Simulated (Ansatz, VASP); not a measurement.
# BeZn2Se3 in VASP and in Ansatz

```
Be Zn Se
1.0
    -1.95262    1.95262    8.40483
     1.95262   -1.95262    8.40483
     1.95262    1.95262   -8.40483
Be Zn Se
1 2 3
Direct
  0.50000 0.50000 0.00000
  0.83864 0.83864 0.00000
  0.16136 0.16136 0.00000
  0.42810 0.92810 0.50000
  0.07190 0.57190 0.50000
  0.75000 0.25000 0.50000
```

Alike in both runs: functional PBE; k mesh 10 × 10 × 10; occupations gaussian, width 0.02 eV; no spin polarisation.

Ansatz relaxed the structure, and its values are those at the end. VASP's run is a single point on that final structure, the one shown.

```csv
,VASP,Ansatz
version,VASP 6.6.1,Ansatz 0.2.0
potentials or method,"VASP PAW PBE potentials, release 64 (Be, Zn, Se), cutoff 520 eV","scalar-relativistic, plane waves, PAW"
valence electrons in the cell,44,74
```

Ansatz gave:

```
gap on the k mesh at the Fermi level (eV) : 1.83
least direct gap on the mesh (eV)         : 1.83
pressure (GPa)                            : 0.0
rms of the force components (eV/Å)        : 0.000
```

What did VASP give for the same quantities?

gap on the k mesh at the Fermi level (eV): 1.83; least direct gap on the mesh (eV): 1.83; pressure (GPa): 0.2; rms of the force components (eV/Å): 0.004.

VASP's potentials hold 44 valence electrons a cell and Ansatz's 74, so a difference there can come from the potentials and not from the codes.
